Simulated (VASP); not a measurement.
Pd: single point with r2SCAN

Pd:

```
CELL_PARAMETERS angstrom
0.00000 1.95585 1.95585
1.95585 0.00000 1.95585
1.95585 1.95585 0.00000
ATOMIC_POSITIONS crystal
Pd 0.00000 0.00000 0.00000
```

```
Program                : VASP 6.6.1
Task                   : single point
Functional             : r2SCAN
Potentials or basis    : VASP PAW PBE potentials, release 64 (Pd)
Cutoff                 : 520 eV
k mesh                 : 11 × 11 × 11
Occupations            : fermi-dirac, width 0.1 eV
Spin                   : no spin polarisation
Dipole correction      : no
Further INCAR settings : ALGO = Normal; EDIFF = 1e-07; NBANDS = 11
```

| Quantity | Value |
| --- | --- |
| Pressure | 0.8 GPa |
| Band gap on the k mesh | zero (band 5 reaches 9.62 eV, above the bottom of band 6 at 8.06 eV) |

Levels at points of the mesh, in eV from the Fermi level:
```csv
k point,band 1,band 2,band 3,band 4,band 5,band 6,band 7,band 8,band 9,band 10
"(0.00, 0.00, 0.00)",-7.13,-2.89,-2.89,-2.89,-1.32,-1.32,17.97,22.47,22.86,22.86
```

Run time: 19 s on 1 thread of Intel(R) Xeon(R) 6975P-C (Granite Rapids), on a shared host, peak memory 0.15 GiB.

Caveat: the PAW data sets were made with another functional, which shifts forces and pressure a little.
